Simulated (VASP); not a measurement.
Wanted: the native input for a VASP 6.6.1 run.

```
Task                   : single point
Functional             : PBE
Potentials or basis    : VASP PAW PBE potentials, release 64 (In_d)
Cutoff                 : 520 eV
k mesh                 : 15 × 15 × 15
Occupations            : gaussian, width 0.1 eV
Spin                   : no spin polarisation
Dipole correction      : no
Further INCAR settings : ALGO = Fast; EDIFF = 1e-07; NBANDS = 26
```

The structure of In lies in POSCAR:

```
In
1.0
    1.6944467666      0.9782892969      8.3118121315
   -1.6944467666      0.9782892969      8.3118121315
    0.0000000000     -1.9565785937      8.3118121315
In
3
Direct
    0.0000000000      0.0000000000      0.0000000000
    0.7781295646      0.7781295646      0.7781295646
    0.2218704354      0.2218704354      0.2218704354
```

One way to write it, as run:

INCAR

```
SYSTEM = In
PREC = Accurate ; ENCUT = 520
EDIFF = 1E-7 ; ISMEAR = 0
SIGMA = 0.1 ; LREAL = .FALSE.
LASPH = .TRUE. ; NELM = 100
ALGO = Fast ; ISIF = 2
LWAVE = .FALSE. ; LCHARG = .FALSE.
GGA = PE ; NBANDS = 26
```

KPOINTS

```
Automatic mesh
0
G
  15 15 15
  0 0 0
```

Potentials or basis: VASP PAW PBE potentials, release 64 (In_d).

Command:

```sh
$ cat potpaw_PBE.64/In_d/POTCAR > POTCAR
$ mpirun -np 1 vasp_std > vasp.out
```

It gave:

| Property | Result |
| --- | --- |
| Pressure | 0.0 GPa |
| Band gap on the k mesh | zero (an odd number of electrons rules out a gap without spin polarisation) |

Caveat: spin-orbit coupling is left out, which moves the levels of the heavy elements.

Wall time 36 min on 1 thread of Intel(R) Xeon(R) 6975P-C (Granite Rapids), on a shared host, peak memory 0.97 GiB.
